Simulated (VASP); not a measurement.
# HfN (P6_3/mmc) in VASP: a series of runs

HfN is run at these levels: LDA, PBEsol+D3(BJ); tasks: single point.

Everything below comes from runs of VASP 6.6.1. Logs are shortened: lines on timing, memory, paths and dates and some standing lists are left out, and cuts for length are marked.

## Step 1: The cell of the first run

The structure is hexagonal, space group P6_3/mmc (No. 194). Conventional cell: a = 3.101 Å, b = 3.101 Å, c = 5.360 Å, α = 90.00°, β = 90.00°, γ = 120.00°. Within 3.0 Å of Hf (site symmetry -6m2) lie 6 N at 2.24 Å. N (site symmetry -3m) has 6 Hf at 2.24 Å and 2 N at 2.68 Å within 3.0 Å.

## Step 2: Single point, LDA

Contents of INCAR:

```
SYSTEM = HfN
  ALGO = Normal
  EDIFF = 1E-6
  ENCUT = 520
  GGA = CA
  ISIF = 2
  ISMEAR = -1
  LASPH = .True.
  LCHARG = .True.
  LELF = .True.
  LREAL = .False.
  LVHAR = .True.
  LWAVE = .False.
  NBANDS = 23
  NELM = 60
  PREC = Accurate
  SIGMA = 0.15
```

Contents of KPOINTS:

```
k-points
0
Gamma
  9 9 5
  0 0 0
```

Contents of POSCAR:

```
HfN
1.0
    3.1005374886      0.0000000000      0.0000000000
   -1.5502687443      2.6851442305      0.0000000000
    0.0000000000      0.0000000000      5.3598948162
Hf N
2 2
Direct
    0.6666666667      0.3333333333      0.7500000000
    0.3333333333      0.6666666667      0.2500000000
    0.0000000000      0.0000000000      0.0000000000
    0.0000000000      0.0000000000      0.5000000000
```

Potentials or basis: VASP PAW LDA potentials, release 64 (Hf_pv, N).

On the command line:

```
$ cat potpaw_LDA.64/Hf_pv/POTCAR potpaw_LDA.64/N/POTCAR > POTCAR
$ mpirun -np 1 vasp_std > vasp.out
```

OUTCAR:

```text
SYSTEM = HfN
   EDIFF = 1E-6
   ENCUT = 520
   GGA = CA
   ISIF = 2
   ISMEAR = -1
   LASPH = .True.
   LREAL = .False.
   NELM = 60
   PREC = Accurate

 ion  position               nearest neighbor table
   1  0.667  0.333  0.750-   3 2.24   4 2.24   3 2.24   4 2.24   3 2.24   4 2.24   2 3.22   2 3.22
                             2 3.22   2 3.22   2 3.22   2 3.22
   2  0.333  0.667  0.250-   3 2.24   4 2.24   3 2.24   4 2.24   3 2.24   4 2.24   1 3.22   1 3.22
                             1 3.22   1 3.22   1 3.22   1 3.22
   3  0.000  0.000  0.000-   1 2.24   2 2.24   2 2.24   1 2.24   1 2.24   2 2.24
   4  0.000  0.000  0.500-   1 2.24   2 2.24   2 2.24   1 2.24   1 2.24   2 2.24

  LATTYP: Found a hexagonal cell.
 ALAT       =     3.1005374886
 C/A-ratio  =     1.7286986001

  Lattice vectors:

 A1 = (   3.1005374886,   0.0000000000,   0.0000000000)
 A2 = (  -1.5502687443,   2.6851442305,   0.0000000000)
 A3 = (   0.0000000000,   0.0000000000,   5.3598948162)

Analysis of symmetry for initial positions (statically):
=====================================================================
 Subroutine PRICEL returns:
 Original cell was already a primitive cell.

 Routine SETGRP: Setting up the symmetry group for a
 hexagonal supercell.

 Subroutine GETGRP returns: Found 24 space group operations
 (whereof 12 operations were pure point group operations)
 out of a pool of 24 trial point group operations.

The static configuration has the point symmetry D_3d.
 The point group associated with its full space group is D_6h.

Analysis of symmetry for dynamics (positions and initial velocities):
=====================================================================
 Subroutine PRICEL returns:
 Original cell was already a primitive cell.

 Routine SETGRP: Setting up the symmetry group for a
 hexagonal supercell.

 Subroutine GETGRP returns: Found 24 space group operations
 (whereof 12 operations were pure point group operations)
 out of a pool of 24 trial point group operations.

The dynamic configuration has the point symmetry D_3d.
 The point group associated with its full space group is D_6h.

 Subroutine INISYM returns: Found 24 space group operations
 (whereof 12 operations are pure point group operations),
 and found     1 'primitive' translations

----------------------------------------------------------------------------------------

                                     Primitive cell

  volume of cell :      44.6232

  direct lattice vectors                    reciprocal lattice vectors
     3.100537489  0.000000000  0.000000000     0.322524725  0.186209737  0.000000000
    -1.550268744  2.685144231  0.000000000     0.000000000  0.372419473  0.000000000
     0.000000000  0.000000000  5.359894816     0.000000000  0.000000000  0.186570825

  length of vectors
     3.100537489  3.100537489  5.359894816     0.372419473  0.372419473  0.186570825

  position of ions in fractional coordinates (direct lattice)
     0.666666667  0.333333333  0.750000000
     0.333333333  0.666666667  0.250000000
     0.000000000  0.000000000  0.000000000
     0.000000000  0.000000000  0.500000000

  ion indices of the primitive-cell ions
   primitive index   ion index
                 1           1
                 2           2
                 3           3
                 4           4

----------------------------------------------------------------------------------------

 KPOINTS: k-points

Automatic generation of k-mesh.
 Grid dimensions read from file:
 generate k-points for:    9    9    5

 Generating k-lattice:

  Cartesian coordinates                     Fractional coordinates (reciprocal lattice)
     0.035836081  0.020689971  0.000000000     0.111111111  0.000000000  0.000000000
     0.000000000  0.041379941  0.000000000     0.000000000  0.111111111  0.000000000
     0.000000000  0.000000000  0.037314165     0.000000000  0.000000000  0.200000000

  Length of vectors
     0.041379941  0.041379941  0.037314165

  Shift w.r.t. Gamma in fractional coordinates (k-lattice)
     0.000000000  0.000000000  0.000000000

 Subroutine IBZKPT returns following result:
 ===========================================

 Found     36 irreducible k-points:

 Following reciprocal coordinates:
            Coordinates               Weight
  0.000000  0.000000  0.000000      1.000000
  0.111111  0.000000  0.000000      6.000000
  0.222222  0.000000  0.000000      6.000000
  0.333333  0.000000  0.000000      6.000000
  0.444444  0.000000  0.000000      6.000000
  0.111111  0.111111  0.000000      6.000000
[... 16 lines left out ...]
  0.333333  0.222222  0.200000     24.000000
  0.333333  0.333333  0.200000      4.000000
 [... further k-points ...]
   k-points           NKPTS =     36   k-points in BZ     NKDIM =     36   number of bands    NBANDS=     23
   number of dos      NEDOS =    301   number of ions     NIONS =      4
   total plane-waves  NPLWV =  23040
   dimension x,y,z NGX =    24 NGY =   24 NGZ =   40
   dimension x,y,z NGXF=    48 NGYF=   48 NGZF=   80
   ions per type =               2   2
   NGX,Y,Z   is equivalent  to a cutoff of  12.87, 12.87, 12.41 a.u.
   NGXF,Y,Z  is equivalent  to a cutoff of  25.74, 25.74, 24.81 a.u.
 SYSTEM =  HfN
   PREC   = accura    normal or accurate (medium, high low for compatibility)
   ISTART =      0    job   : 0-new  1-cont  2-samecut
   ICHARG =      2    charge: 1-file 2-atom 10-const
   ISPIN  =      1    spin polarized calculation?
   LNONCOLLINEAR =      F non collinear calculations
   LSORBIT =      F    spin-orbit coupling
   LASPH  =      T    aspherical Exc in radial PAW
   ENCUT  =  520.0 eV  38.22 Ry    6.18 a.u.   5.76  5.76  9.97*2*pi/ulx,y,z
   NELM   =     60;   NELMIN=  2; NELMDL= -5     # of ELM steps
   EDIFF  = 0.1E-05   stopping-criterion for ELM
   LREAL  =      F    real-space projection
   EDIFFG = 0.1E-04   stopping-criterion for IOM
   NSW    =      0    number of steps for IOM
   IBRION =     -1    ionic relax: 0-MD 1-quasi-New 2-CG
   NFREE  =      0    steps in history (QN), initial steepest desc. (CG)
   ISIF   =      2    stress and relaxation
   ISYM   =      2    0-nonsym 1-usesym 2-fastsym
   POTIM  = 0.5000    time-step for ionic-motion
   TEBEG  =    0.0;   TEEND  =   0.0 temperature during run
   PSTRESS=    0.0 pullay stress
   NELECT =      30.0000    total number of electrons
   NUPDOWN=      -1.0000    fix difference up-down
   EMIN   =  10.00;   EMAX   =-10.00  energy-range for DOS
   EFERMI =   0.00;   METHOD = LEGACY
   ISMEAR =    -1;   SIGMA  =   0.15  broadening in eV -4-tet -1-fermi 0-gaus
   EFERMI_NEDOS =   21; number of points for ismear=-14 and -15
   IALGO  =     38    algorithm
   IMIX   =      4    mixing-type and parameters
     AMIX     =   0.40;   BMIX     =  1.00
     AMIX_MAG =   1.60;   BMIX_MAG =  1.00
  volume/ion in A,a.u.               =      11.16        75.28
  Fermi-wavevector in a.u.,A,eV,Ry     =   1.434151  2.710153 27.984325  2.056790
  Thomas-Fermi vector in A             =   2.553591
   LORBIT       =      0    0 simple, 1 ext, 2 COOP (PROOUT), +10 PAW based schemes
   GGA     = CA    functional components
   LHFCALC =     F    Hartree Fock is set to
   AEXX    =    0.0000 exact exchange contribution
   IVDW    =     0    specifies the selected vdW correction
   LEPSILON=     F    determine dielectric tensor
   LRPA    =     F    only Hartree local field effects (RPA)
 non-spin polarized calculation
  energy-cutoff  :      520.00
  volume of cell :       44.62
 maximum number of plane-waves:      1213
 NGX is ok and might be reduce to    24
   NGX = 11   NGY = 11   NGZ = 19

 number of electron      30.0000004 magnetization

 Free energy of the ion-electron system (eV)
  ---------------------------------------------------
  ext. energy  EPLUGINS =         0.00000000
  ---------------------------------------------------
  free energy    TOTEN  =       -47.63764595 eV

  energy without entropy =      -47.56580332  energy(sigma->0) =      -47.60172464

 E-fermi :   8.0703     XC(G=0): -13.1552

 val. band max:        7.8804153079   @ k =   0.1111   0.0000   0.2000
 cond. band min:       8.1339500214   @ k =   0.3333   0.0000   0.4000
 fundamental gap:      0.2535347135
 Fermi energy:         8.0703055063

 k-point     1 :       0.0000    0.0000    0.0000
  band No.  band energies     occupation
      1     -23.4611      2.00000
      2     -22.4669      2.00000
      3     -22.3654      2.00000
      4     -22.3654      2.00000
      5     -22.2970      2.00000
      6     -22.2970      2.00000
[... 15 lines left out ...]
     22      13.8850      0.00000
     23      13.8850      0.00000

 k-point     2 :       0.1111    0.0000    0.0000
  band No.  band energies     occupation
      1     -23.4110      2.00000
      2     -22.4880      2.00000
      3     -22.4714      2.00000
      4     -22.4126      2.00000
      5     -22.4030      2.00000
      6     -22.3083      2.00000
[... 15 lines left out ...]
     22      13.4451      0.00000
     23      13.8371      0.00000

 k-point     3 :       0.2222    0.0000    0.0000
  band No.  band energies     occupation
      1     -23.2748      2.00000
      2     -22.8014      2.00000
      3     -22.6780      2.00000
      4     -22.4906      2.00000
      5     -22.4872      2.00000
      6     -22.3468      2.00000
[... 15 lines left out ...]
     22      13.2518      0.00000
     23      13.2947      0.00000
[... 495 lines left out ...]
 k-point    23 :       0.3333    0.2222    0.2000
  band No.  band energies     occupation
      1     -23.2536      2.00000
      2     -23.0995      2.00000
      3     -22.8871      2.00000
      4     -22.7673      2.00000
      5     -22.6938      2.00000
      6     -22.5864      2.00000
[... 15 lines left out ...]
     22      14.6881      0.00000
     23      15.5651      0.00000

 k-point    24 :       0.3333    0.3333    0.2000
  band No.  band energies     occupation
      1     -23.1876      2.00000
      2     -22.9993      2.00000
      3     -22.9993      2.00000
      4     -22.9012      2.00000
      5     -22.6571      2.00000
      6     -22.6571      2.00000
[... 15 lines left out ...]
     22      14.4340      0.00000
     23      16.0800      0.00000

 [... further k-points ...]

------------------------ aborting loop because EDIFF is reached ----------------------------------------

  FORCE on cell =-STRESS in cart. coord.  units (eV):
  Direction    XX          YY          ZZ          XY          YZ          ZX
  --------------------------------------------------------------------------------------
  -------------------------------------------------------------------------------------
  Total       -0.3091573     -0.3091573     -0.2757406      0.0000000      0.0000000      0.0000000
  in kB      -11.1001599    -11.1001599     -9.9003486      0.0000000      0.0000000      0.0000000
  external PRESSURE =     -10.7002228 kB  Pullay stress =       0.0000000 kB

 VOLUME and BASIS-vectors are now :
 -----------------------------------------------------------------------------
  energy-cutoff  :      520.00
  volume of cell :       44.62
      direct lattice vectors                 reciprocal lattice vectors
     3.100537489  0.000000000  0.000000000     0.322524725  0.186209737  0.000000000
    -1.550268744  2.685144231  0.000000000     0.000000000  0.372419473  0.000000000
     0.000000000  0.000000000  5.359894816     0.000000000  0.000000000  0.186570825

 POSITION                                       TOTAL-FORCE (eV/Angst)
 -----------------------------------------------------------------------------------
      1.55027      0.89505      4.01992         0.000000      0.000000      0.000000
     -0.00000      1.79010      1.33997        -0.000000      0.000000      0.000000
      0.00000      0.00000      0.00000        -0.000000     -0.000000      0.000000
      0.00000      0.00000      2.67995         0.000000     -0.000000      0.000000
 -----------------------------------------------------------------------------------
    total drift:                               -0.000000      0.000000     -0.000000

  FREE ENERGIE OF THE ION-ELECTRON SYSTEM (eV)
  ---------------------------------------------------
  free  energy   TOTEN  =       -47.6376459496 eV

  energy  without entropy=      -47.5658033235  energy(sigma->0) =      -47.60172464
```

Run time: 23 s. Hardware: 1 thread of Intel Xeon Platinum 8259CL at 2.50GHz (Skylake/Cascade Lake), shared host; peak memory 0.16 GiB.

What came out:

```
Free energy            : -47.6376 eV
Pressure               : -1.1 GPa
Band gap on the k mesh : zero (band 15 reaches 9.55 eV, above the bottom of band 16 at 7.78 eV)
```

Caveat: spin-orbit coupling is left out, which moves the levels of the heavy elements.

## Step 3: Single point, PBEsol+D3(BJ)

This run uses another cell than the first one, of 11.20 Å³/atom, 1.004 times its volume.

Contents of INCAR:

```
SYSTEM = HfN
ALGO = Normal
EDIFF = 1E-6
ENCUT = 520
GGA = PS
ISIF = 2
ISMEAR = -1
IVDW = 12
LASPH = .TRUE.
LCHARG = .FALSE.
LREAL = .FALSE.
LWAVE = .FALSE.
NBANDS = 23
NELM = 100
PREC = Accurate
SIGMA = 0.15
```

Contents of KPOINTS:

```
k-points
0
G
  9 9 5
  0 0 0
```

Contents of POSCAR:

```
HfN
1.0
    3.1045613835      0.0000000000      0.0000000000
   -1.5522806918      2.6886290257      0.0000000000
    0.0000000000      0.0000000000      5.3651771443
Hf N
2 2
Direct
    0.6666666667      0.3333333333      0.7500000000
    0.3333333333      0.6666666667      0.2500000000
    0.0000000000      0.0000000000      0.0000000000
    0.0000000000      0.0000000000      0.5000000000
```

Potentials or basis: VASP PAW PBE potentials, release 64 (Hf_pv, N).

On the command line:

```
$ cat potpaw_PBE.64/Hf_pv/POTCAR potpaw_PBE.64/N/POTCAR > POTCAR
$ mpirun -np 1 vasp_std > vasp.out
```

Run time: 24 s. Hardware: 1 thread of Intel Xeon Platinum 8259CL at 2.50GHz (Skylake/Cascade Lake), shared host; peak memory 0.18 GiB.

It converged, with:

```yaml
Free_energy: -47.4929 eV
Pressure: -2.1 GPa
Band_gap_on_the_k_mesh: zero (band 15 reaches 9.51 eV, above the bottom of band 16 at 7.76 eV)
Dispersion_energy_per_atom: -0.400 eV
```

Stress tensor (GPa, compression positive):
```
-2.13  0.00  0.00
 0.00 -2.13  0.00
 0.00  0.00 -1.97
```

Levels at points of the mesh, in eV from the Fermi level:
| k point | band 13 | band 14 | band 15 | band 16 | band 17 | band 18 |
| --- | --- | --- | --- | --- | --- | --- |
| (0.00, 0.00, 0.00) | -3.66 | -1.72 | -0.67 | 0.71 | 0.71 | 1.23 |

Caveat: the PAW data sets were made with another functional, which shifts forces and pressure a little; spin-orbit coupling is left out, which moves the levels of the heavy elements; pairwise dispersion overbinds metals, which lowers pressure and volume.
